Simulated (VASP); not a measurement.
Here is a VASP 6.6.1 calculation.

File INCAR:

```
ALGO = Normal
EDIFF = 1E-6
ENCUT = 570
GGA_COMPAT = False
ISIF = 2
ISMEAR = -1
LASPH = True
LCHARG = True
LELF = True
LREAL = False
LVHAR = True
LWAVE = False
NBANDS = 40
NELM = 120
PREC = Accurate
SIGMA = 0.05
```

File KPOINTS:

```
k-points
0
Gamma
  10 10 10
```

The input POSCAR:

```
ScPt3
1.0
    3.9219407855      0.0000000000      0.0000000000
    0.0000000000      3.9219407855      0.0000000000
    0.0000000000      0.0000000000      3.9219407855
Sc Pt
1 3
Direct
    0.0000000000      0.0000000000      0.0000000000
    0.0000000000      0.5000000000      0.5000000000
    0.5000000000      0.0000000000      0.5000000000
    0.5000000000      0.5000000000      0.0000000000
```

Potentials or basis: VASP PAW LDA potentials, release 64 (Sc_sv, Pt_sv_GW).

Run with:

```sh
$ cat potpaw_LDA.64/Sc_sv/POTCAR potpaw_LDA.64/Pt_sv_GW/POTCAR > POTCAR
$ mpirun -np 1 vasp_std > vasp.out
```

(1) What does it give for the pressure?

(2) Predict the band gap on the k mesh.

Answers

(1) 0.1 GPa.

(2) zero (an odd number of electrons rules out a gap without spin polarisation).

Caveat: spin-orbit coupling is left out, which moves the levels of the heavy elements.
